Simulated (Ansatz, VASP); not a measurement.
## AgCl in VASP and in Ansatz

```
CELL_PARAMETERS angstrom
0.01339 2.68376 2.68376
2.68376 0.01339 2.68376
2.68376 2.68376 0.01339
ATOMIC_POSITIONS crystal
Ag 0.00000 0.00000 0.00000
Cl 0.50000 0.50000 0.50000
```

Change from the starting cell: equal xy, yz and zx engineering shears of +0.5 %.

Alike in both runs: functional LDA; k mesh 8 × 8 × 8; non-collinear spin, spin-orbit coupling.

Ansatz relaxed the structure, and its values are those at the end. VASP's run is a single point on that final structure, the one shown.

|  | VASP | Ansatz |
| --- | --- | --- |
| version | VASP 6.6.1 | Ansatz 0.2.0 |
| potentials or method | VASP PAW LDA potentials, release 64 (Ag, Cl), cutoff 520 eV | all-electron LAPW |
| occupations | gaussian, width 0.01 eV | fixed |

|  | VASP | Ansatz | Ansatz less VASP |
| --- | --- | --- | --- |
| pressure (GPa) | 0.0 | 0.0 | -0.01 |

LDA's correlation is that of Perdew and Zunger in VASP and of Perdew and Wang (1992) in Ansatz. Ansatz ran all-electron here, and VASP with PAW potentials.
